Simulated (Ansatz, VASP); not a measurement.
# Two plane-wave programs on ZrWS4

```xyz
6
Lattice="4.3100 0.0000 0.0000 0.0000 4.3100 0.0000 0.0000 0.0000 6.1308" Properties=species:S:1:pos:R:3 pbc="T T T"
Zr    2.1550    2.1550    3.0654
W     0.0000    0.0000    0.0000
S     2.1550    0.0000    1.4541
S     0.0000    2.1550    4.6767
S     2.1550    0.0000    4.6767
S     0.0000    2.1550    1.4541
```

Alike in both runs: functional PBE; k mesh 10 × 10 × 6; occupations gaussian, width 0.1 eV; collinear spin.

Ansatz relaxed the structure, and its values are those at the end. VASP's run is a single point on that final structure, the one shown.

```csv
,VASP,Ansatz
version,VASP 6.6.1,Ansatz 0.2.0
potentials or method,"VASP PAW PBE potentials, release 64 (Zr_sv, W_sv, S), cutoff 520 eV","scalar-relativistic, plane waves, PAW"
valence electrons in the cell,50,50
```

```tsv
	VASP	Ansatz	Ansatz less VASP
gap on the k mesh at the Fermi level (eV)	none	none	-
pressure (GPa)	0.0	0.0	+0.01
rms of the force components (eV/Å)	0.005	0.004	-0.0011
net moment per atom (μB)	0.32	0.32	0.000
size of the moment on the site where the two differ most (μB)	1.45	1.23	-0.214
```

Site moments also hang on the region over which each program counts them. A gap of «none» marks a metal or a gap that the smearing closes.

Spin-orbit coupling is off throughout.
